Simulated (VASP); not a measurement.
The system is Ti.

```
Ti
1.0
    -1.64000    1.64000    1.64000
     1.64000   -1.64000    1.64000
     1.64000    1.64000   -1.64000
Ti
1
Direct
  0.00000 0.00000 0.00000
```

This isn't the form of Ti at room conditions, which is hcp.

| Item | Value |
| --- | --- |
| Program | VASP 6.6.1 |
| Task | relaxation of cell and atoms |
| Functional | PBEsol |
| Potentials or basis | VASP PAW PBE potentials, release 64 (Ti_sv) |
| Cutoff | 500 eV |
| k mesh | 17 × 17 × 17 |
| Occupations | methfessel-paxton, width 0.05 eV |
| Spin | no spin polarisation |

At the start: pressure -6.9 GPa; volume 17.64 Å³/atom.

Where does the relaxation end?

Over 3 steps the energy falls by 26.1 meV/atom and the volume is 16.49 Å³/atom (-6.5 %); space group Im-3m (No. 229, to 0.1 Å) before and after.

The path:
| step | energy change (eV) | largest force (eV/Å) | pressure (GPa) | volume (Å³) |
| --- | --- | --- | --- | --- |
| 1 | 0.0000 | 0.0000 | -6.89 | 17.64 |
| 2 | -0.0144 | 0.0000 | 5.39 | 15.78 |
| 3 | -0.0261 | 0.0000 | 0.01 | 16.49 |

Final structure:
```yaml
crystal:
  lattice:
    - [-1.60353, 1.60353, 1.60353]
    - [1.60353, -1.60353, 1.60353]
    - [1.60353, 1.60353, -1.60353]
  atoms:
    - { symbol: Ti, position: [0.00000, 0.00000, 0.00000] }
```

Caveat: the PAW data sets were made with another functional, which shifts forces and pressure a little.
